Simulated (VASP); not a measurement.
A run of VASP 6.6.1 is set up as follows.

File INCAR:

```
SYSTEM = NaCl
ALGO     = Normal         ! electronic algorithm
EDIFF    = 1E-6           ! SCF threshold, eV
ENCUT    = 520            ! plane-wave cutoff, eV
ISIF     = 2              ! what is computed and relaxed
ISMEAR   = 0              ! smearing method
LASPH    = .TRUE.         ! aspherical terms in the spheres
LCHARG   = .FALSE.        ! write CHGCAR
LREAL    = .FALSE.        ! projectors in reciprocal space
LWAVE    = .FALSE.        ! write WAVECAR
NBANDS   = 14             ! bands
NELM     = 80             ! most SCF steps
PREC     = Accurate       ! precision mode
SIGMA    = 0.01           ! smearing width, eV
```

KPOINTS

```
k-points
0
G
  8 8 8
  0 0 0
```

The input POSCAR:

```
NaCl
1.0
    2.8002682514      2.8002682514      0.0000000000
   -2.8002682514      2.8002682514      0.0000000000
    0.0000000000      2.8002682514      2.8002682514
Na Cl
1 1
Direct
    0.0000000000      0.0000000000      0.0000000000
    0.5000000000      0.5000000000      0.0000000000
```

Potentials or basis: VASP PAW LDA potentials, release 64 (Na_pv, Cl).

Command:

```sh
$ cat potpaw_LDA.64/Na_pv/POTCAR potpaw_LDA.64/Cl/POTCAR > POTCAR
$ mpirun -np 1 vasp_std > vasp.out
```

Task: What does it give for the pressure?

Result: -2.0 GPa.

Task: What does it give for the band gap on the k mesh?

Result: 4.78 eV, direct.
